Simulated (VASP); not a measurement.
# Sn3SeS2 (I4/mmm) in VASP: single point with PBE

Aim: the single point of Sn3SeS2 with PBE.

All numbers are computed with VASP 6.6.1; they aren't measurements. Logs are shortened: lines on timing, memory, paths and dates and some standing lists are left out, and cuts for length are marked.

## (1) The cell of the first run

It takes space group I4/mmm (No. 139, tetragonal). Conventional cell: a = 4.191 Å, b = 4.191 Å, c = 17.760 Å, α = 90.00°, β = 90.00°, γ = 90.00°. Sn (site symmetry 4mm) has 5 S at 2.88 to 2.96 Å and 1 Se at 3.03 Å within 3.8 Å. Sn (site symmetry 4/mmm) has 4 Se at 2.96 Å and 2 S at 2.97 Å within 3.9 Å. Se (site symmetry 4/mmm) has 6 Sn at 2.96 to 3.03 Å within 3.9 Å. S (site symmetry 4mm) has 6 Sn at 2.88 to 2.97 Å within 3.8 Å.

## (2) Single point, PBE

File INCAR:

```
SYSTEM = Sn3SeS2
PREC = Accurate
ENCUT = 520
EDIFF = 1E-7
ISMEAR = 0
SIGMA = 0.1
LREAL = .FALSE.
LASPH = .TRUE.
NELM = 100
ALGO = Normal
ISIF = 2
LWAVE = .FALSE.
LCHARG = .FALSE.
GGA = PE
NBANDS = 39
```

File KPOINTS:

```
Automatic mesh
0
G
  6 6 6
  0 0 0
```

File POSCAR:

```
Sn3SeS2
1.0
   -2.0957298000      2.0957298000      8.8799403000
    2.0957298000     -2.0957298000      8.8799403000
    2.0957298000      2.0957298000     -8.8799403000
Sn Se S
3 1 2
Direct
    0.8295800000      0.8295800000      0.0000000000
    0.5000000000      0.5000000000      0.0000000000
    0.1704200000      0.1704200000      0.0000000000
    0.0000000000      0.0000000000      0.0000000000
    0.6672610000      0.6672610000      0.0000000000
    0.3327390000      0.3327390000      0.0000000000
```

Potentials or basis: VASP PAW PBE potentials, release 64 (Sn_d, Se, S).

The run is started by

```sh
cat potpaw_PBE.64/Sn_d/POTCAR potpaw_PBE.64/Se/POTCAR potpaw_PBE.64/S/POTCAR > POTCAR
mpirun -np 1 vasp_std > vasp.out
```

OUTCAR:

```text
SYSTEM = Sn3SeS2
   PREC = Accurate
   ENCUT = 520
   EDIFF = 1E-7
   ISMEAR = 0
   LREAL = .FALSE.
   LASPH = .TRUE.
   NELM = 100
   ISIF = 2
   GGA = PE

 ion  position               nearest neighbor table
   1  0.830  0.830  0.000-   5 2.88   6 2.96   6 2.96   6 2.96   6 2.96   4 3.03
   2  0.500  0.500  0.000-   4 2.96   4 2.96   4 2.96   4 2.96   6 2.97   5 2.97
   3  0.170  0.170  0.000-   6 2.88   5 2.96   5 2.96   5 2.96   5 2.96   4 3.03
   4  0.000  0.000  0.000-   2 2.96   2 2.96   2 2.96   2 2.96   3 3.03   1 3.03
   5  0.667  0.667  0.000-   1 2.88   3 2.96   3 2.96   3 2.96   3 2.96   2 2.97
   6  0.333  0.333  0.000-   3 2.88   1 2.96   1 2.96   1 2.96   1 2.96   2 2.97

  LATTYP: Found a body centered tetragonal cell.
 ALAT       =     4.1914596000
 C/A-ratio  =     4.2371589601

  Lattice vectors:

 A1 = (  -2.0957298000,   2.0957298000,   8.8799403000)
 A2 = (   2.0957298000,  -2.0957298000,   8.8799403000)
 A3 = (   2.0957298000,   2.0957298000,  -8.8799403000)

Analysis of symmetry for initial positions (statically):
=====================================================================
 Subroutine PRICEL returns:
 Original cell was already a primitive cell.

 Routine SETGRP: Setting up the symmetry group for a
 body centered tetragonal supercell.

 Subroutine GETGRP returns: Found 16 space group operations
 (whereof 16 operations were pure point group operations)
 out of a pool of 16 trial point group operations.

The static configuration has the point symmetry D_4h.

Analysis of symmetry for dynamics (positions and initial velocities):
=====================================================================
 Subroutine PRICEL returns:
 Original cell was already a primitive cell.

 Routine SETGRP: Setting up the symmetry group for a
 body centered tetragonal supercell.

 Subroutine GETGRP returns: Found 16 space group operations
 (whereof 16 operations were pure point group operations)
 out of a pool of 16 trial point group operations.

The dynamic configuration has the point symmetry D_4h.

 Subroutine INISYM returns: Found 16 space group operations
 (whereof 16 operations are pure point group operations),
 and found     1 'primitive' translations

----------------------------------------------------------------------------------------

                                     Primitive cell

  volume of cell :     156.0058

  direct lattice vectors                    reciprocal lattice vectors
    -2.095729800  2.095729800  8.879940300     0.000000000  0.238580374  0.056306685
     2.095729800 -2.095729800  8.879940300     0.238580374  0.000000000  0.056306685
     2.095729800  2.095729800 -8.879940300     0.238580374  0.238580374  0.000000000

  length of vectors
     9.361490614  9.361490614  9.361490614     0.245134734  0.245134734  0.337403601

  position of ions in fractional coordinates (direct lattice)
     0.829580000  0.829580000  0.000000000
     0.500000000  0.500000000  0.000000000
     0.170420000  0.170420000  0.000000000
     0.000000000  0.000000000  0.000000000
     0.667261000  0.667261000  0.000000000
     0.332739000  0.332739000  0.000000000

  ion indices of the primitive-cell ions
   primitive index   ion index
                 1           1
                 2           2
                 3           3
                 4           4
                 5           5
                 6           6

----------------------------------------------------------------------------------------

 KPOINTS: Automatic mesh

Automatic generation of k-mesh.
 Grid dimensions read from file:
 generate k-points for:    6    6    6

 Generating k-lattice:

  Cartesian coordinates                     Fractional coordinates (reciprocal lattice)
     0.000000000  0.039763396  0.009384447     0.166666667  0.000000000 -0.000000000
     0.039763396  0.000000000  0.009384447     0.000000000  0.166666667 -0.000000000
     0.039763396  0.039763396  0.000000000     0.000000000  0.000000000  0.166666667

  Length of vectors
     0.040855789  0.040855789  0.056233933

  Shift w.r.t. Gamma in fractional coordinates (k-lattice)
     0.000000000  0.000000000  0.000000000

 Subroutine IBZKPT returns following result:
 ===========================================

 Found     30 irreducible k-points:

 Following reciprocal coordinates:
            Coordinates               Weight
  0.000000  0.000000  0.000000      1.000000
  0.166667  0.000000  0.000000      8.000000
  0.333333  0.000000  0.000000      8.000000
  0.500000  0.000000 -0.000000      4.000000
  0.166667  0.166667  0.000000      8.000000
  0.333333  0.166667  0.000000     16.000000
[... 16 lines left out ...]
 -0.333333 -0.333333  0.166667      8.000000
 -0.166667 -0.333333  0.166667      8.000000
 [... further k-points ...]
   k-points           NKPTS =     30   k-points in BZ     NKDIM =     30   number of bands    NBANDS=     39
   number of dos      NEDOS =    301   number of ions     NIONS =      6
   total plane-waves  NPLWV = 343000
   dimension x,y,z NGX =    70 NGY =   70 NGZ =   70
   dimension x,y,z NGXF=   140 NGYF=  140 NGZF=  140
   ions per type =               3   1   2
   NGX,Y,Z   is equivalent  to a cutoff of  12.43, 12.43, 12.43 a.u.
   NGXF,Y,Z  is equivalent  to a cutoff of  24.86, 24.86, 24.86 a.u.
 SYSTEM =  Sn3SeS2
   PREC   = accura    normal or accurate (medium, high low for compatibility)
   ISTART =      0    job   : 0-new  1-cont  2-samecut
   ICHARG =      2    charge: 1-file 2-atom 10-const
   ISPIN  =      1    spin polarized calculation?
   LNONCOLLINEAR =      F non collinear calculations
   LSORBIT =      F    spin-orbit coupling
   LASPH  =      T    aspherical Exc in radial PAW
   ENCUT  =  520.0 eV  38.22 Ry    6.18 a.u.  17.41 17.41 17.41*2*pi/ulx,y,z
   NELM   =    100;   NELMIN=  2; NELMDL= -5     # of ELM steps
   EDIFF  = 0.1E-06   stopping-criterion for ELM
   LREAL  =      F    real-space projection
   EDIFFG = 0.1E-05   stopping-criterion for IOM
   NSW    =      0    number of steps for IOM
   IBRION =     -1    ionic relax: 0-MD 1-quasi-New 2-CG
   NFREE  =      0    steps in history (QN), initial steepest desc. (CG)
   ISIF   =      2    stress and relaxation
   ISYM   =      2    0-nonsym 1-usesym 2-fastsym
   POTIM  = 0.5000    time-step for ionic-motion
   TEBEG  =    0.0;   TEEND  =   0.0 temperature during run
   PSTRESS=    0.0 pullay stress
   NELECT =      60.0000    total number of electrons
   NUPDOWN=      -1.0000    fix difference up-down
   EMIN   =  10.00;   EMAX   =-10.00  energy-range for DOS
   EFERMI =   0.00;   METHOD = LEGACY
   ISMEAR =     0;   SIGMA  =   0.10  broadening in eV -4-tet -1-fermi 0-gaus
   EFERMI_NEDOS =   21; number of points for ismear=-14 and -15
   IALGO  =     38    algorithm
   IMIX   =      4    mixing-type and parameters
     AMIX     =   0.40;   BMIX     =  1.00
     AMIX_MAG =   1.60;   BMIX_MAG =  1.00
  volume/ion in A,a.u.               =      26.00       175.46
  Fermi-wavevector in a.u.,A,eV,Ry     =   1.190543  2.249800 19.284794  1.417392
  Thomas-Fermi vector in A             =   2.326625
   LORBIT       =      0    0 simple, 1 ext, 2 COOP (PROOUT), +10 PAW based schemes
   GGA     = PE    functional components
   LHFCALC =     F    Hartree Fock is set to
   AEXX    =    0.0000 exact exchange contribution
   IVDW    =     0    specifies the selected vdW correction
   LEPSILON=     F    determine dielectric tensor
   LRPA    =     F    only Hartree local field effects (RPA)
 non-spin polarized calculation
 Gauss-broadening in eV      SIGMA  =   0.10
  energy-cutoff  :      520.00
  volume of cell :      156.01
 maximum number of plane-waves:      4232
 NGX is ok and might be reduce to    70
   NGX = 35   NGY = 35   NGZ = 35

 number of electron      60.0000003 magnetization

 Free energy of the ion-electron system (eV)
  ---------------------------------------------------
  ext. energy  EPLUGINS =         0.00000000
  ---------------------------------------------------
  free energy    TOTEN  =       -25.73183797 eV

  energy without entropy =      -25.72954894  energy(sigma->0) =      -25.73069345

 E-fermi :   6.1574     XC(G=0):  -9.6253

 val. band max:        6.0784740390   @ k =  -0.1667   0.3333   0.1667
 cond. band min:       6.2356311141   @ k =  -0.1667   0.3333   0.1667
 fundamental gap:      0.1571570751
 Fermi energy:         6.1574293132

 k-point     1 :       0.0000    0.0000    0.0000
  band No.  band energies     occupation
      1     -15.7222      2.00000
      2     -15.7211      2.00000
      3     -15.7159      2.00000
      4     -15.7070      2.00000
      5     -15.7062      2.00000
      6     -15.7062      2.00000
[... 31 lines left out ...]
     38      10.5605      0.00000
     39      10.5605      0.00000

 k-point     2 :       0.1667    0.0000    0.0000
  band No.  band energies     occupation
      1     -15.7205      2.00000
      2     -15.7168      2.00000
      3     -15.7137      2.00000
      4     -15.7063      2.00000
      5     -15.7060      2.00000
      6     -15.7059      2.00000
[... 31 lines left out ...]
     38       9.9772      0.00000
     39      10.1111      0.00000

 k-point     3 :       0.3333    0.0000    0.0000
  band No.  band energies     occupation
      1     -15.7172      2.00000
      2     -15.7120      2.00000
      3     -15.7100      2.00000
      4     -15.7090      2.00000
      5     -15.7088      2.00000
      6     -15.7034      2.00000
[... 31 lines left out ...]
     38       9.5083      0.00000
     39      10.0136      0.00000

 k-point     4 :       0.5000    0.0000   -0.0000
  band No.  band energies     occupation
      1     -15.7139      2.00000
      2     -15.7134      2.00000
      3     -15.7118      2.00000
      4     -15.7113      2.00000
      5     -15.7057      2.00000
      6     -15.7055      2.00000
[... 31 lines left out ...]
     38       9.4315      0.00000
     39       9.7829      0.00000
[... 754 lines left out ...]
     38       8.7938      0.00000
     39      10.4480      0.00000

 k-point    23 :      -0.3333   -0.3333    0.1667
  band No.  band energies     occupation
      1     -15.7192      2.00000
      2     -15.7148      2.00000
      3     -15.7107      2.00000
      4     -15.7089      2.00000
      5     -15.7071      2.00000
      6     -15.7058      2.00000
[... 31 lines left out ...]
     38      10.0917      0.00000
     39      10.7849      0.00000

 k-point    24 :      -0.1667   -0.3333    0.1667
  band No.  band energies     occupation
      1     -15.7215      2.00000
      2     -15.7171      2.00000
      3     -15.7137      2.00000
      4     -15.7064      2.00000
      5     -15.7060      2.00000
      6     -15.7059      2.00000
[... 31 lines left out ...]
     38      10.1773      0.00000
     39      10.4638      0.00000

 [... further k-points ...]

------------------------ aborting loop because EDIFF is reached ----------------------------------------

  FORCE on cell =-STRESS in cart. coord.  units (eV):
  Direction    XX          YY          ZZ          XY          YZ          ZX
  --------------------------------------------------------------------------------------
  -------------------------------------------------------------------------------------
  Total       -0.2167111     -0.2167111     -0.1448474      0.0000000      0.0000000      0.0000000
  in kB       -2.2256210     -2.2256210     -1.4875809      0.0000000      0.0000000      0.0000000
  external PRESSURE =      -1.9796077 kB  Pullay stress =       0.0000000 kB

 VOLUME and BASIS-vectors are now :
 -----------------------------------------------------------------------------
  energy-cutoff  :      520.00
  volume of cell :      156.01
      direct lattice vectors                 reciprocal lattice vectors
    -2.095729800  2.095729800  8.879940300     0.000000000  0.238580374  0.056306685
     2.095729800 -2.095729800  8.879940300     0.238580374  0.000000000  0.056306685
     2.095729800  2.095729800 -8.879940300     0.238580374  0.238580374  0.000000000

 POSITION                                       TOTAL-FORCE (eV/Angst)
 -----------------------------------------------------------------------------------
      0.00000      0.00000     14.73324        -0.000000     -0.000000     -0.017828
      0.00000      0.00000      8.87994         0.000000      0.000000      0.000000
      0.00000      0.00000      3.02664        -0.000000     -0.000000      0.017828
      0.00000      0.00000      0.00000         0.000000      0.000000      0.000000
      0.00000      0.00000     11.85048         0.000000      0.000000     -0.013542
      0.00000      0.00000      5.90940        -0.000000     -0.000000      0.013542
 -----------------------------------------------------------------------------------
    total drift:                                0.000000      0.000000     -0.000000

  FREE ENERGIE OF THE ION-ELECTRON SYSTEM (eV)
  ---------------------------------------------------
  free  energy   TOTEN  =       -25.7318379692 eV

  energy  without entropy=      -25.7295489379  energy(sigma->0) =      -25.73069345
```

Wall time 18 min (1 thread of AMD EPYC 7R43 (Zen 3), shared host); peak memory 0.69 GiB.

What came out:

- Free energy: -25.7318 eV
- Pressure: -0.2 GPa
- Largest force: 0.018 eV/Å
- Band gap on the k mesh: 0.16 eV

Forces in eV/Å, atoms in the order of the input:
```
Sn   0.000  0.000 -0.018
Sn   0.000  0.000  0.000
Sn   0.000  0.000  0.018
Se   0.000  0.000  0.000
S    0.000  0.000 -0.014
S    0.000  0.000  0.014
```

Caveat: spin-orbit coupling is left out, which moves the levels of the heavy elements. A k mesh can miss the band edges.
